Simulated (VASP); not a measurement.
## AlN: single point with PBE

AlN:

```xyz
4
Lattice="3.8077 0.0000 0.0000 0.0000 3.8077 0.0000 0.0000 0.0000 4.5241" Properties=species:S:1:pos:R:3 pbc="T T T"
Al    0.0000    1.9038   -0.0001
Al    1.9038    0.0000    4.5242
N     0.0000    0.0000    0.0000
N     1.9038    1.9038    0.0000
```

| Property | Result |
| --- | --- |
| Program | VASP 6.6.1 |
| Task | single point |
| Functional | PBE |
| Potentials or basis | VASP PAW PBE potentials, release 64 (Al, N) |
| Cutoff | 520 eV |
| k mesh | 6 × 6 × 4 |
| Occupations | gaussian, width 0.1 eV |
| Spin | no spin polarisation |
| Dipole correction | no |
| Further INCAR settings | ALGO = Normal; EDIFF = 1e-06; NBANDS = 16 |

* Pressure: -0.1 GPa
* Band gap on the k mesh: 0.75 eV

Stress tensor (GPa, compression positive):
```
-0.22  0.00  0.00
 0.00 -0.22  0.00
 0.00  0.00  0.25
```

Levels at points of the mesh, in eV from the valence-band top:
```
           k point  band 4  band 5  band 6  band 7  band 8  band 9  band 10  band 11  band 12  band 13
(0.00, 0.00, 0.00)   -5.63   -3.73   -1.00   -1.00    0.00    0.75     2.97     8.36     8.37     8.45
(0.50, 0.00, 0.00)   -4.19   -3.89   -3.89   -2.07   -2.07    3.53     3.53     6.63     6.63     9.20
(0.50, 0.50, 0.00)   -7.42   -1.59   -1.59   -0.58   -0.58    4.21     4.21     5.29     5.29     6.60
(0.00, 0.00, 0.50)   -5.59   -4.59   -1.00   -1.00   -0.17    3.52     3.94     4.57     6.67     7.58
(0.50, 0.00, 0.50)   -4.11   -3.87   -3.87   -2.69   -2.69    4.45     4.45     6.45     6.45    10.12
(0.50, 0.50, 0.50)   -7.34   -1.96   -1.96   -0.57   -0.57    2.29     2.29     8.16     8.16     9.03
```

Run time: 53 s on 1 thread of AMD EPYC 7R13 Processor (Zen 3), on a shared host, peak memory 0.14 GiB.
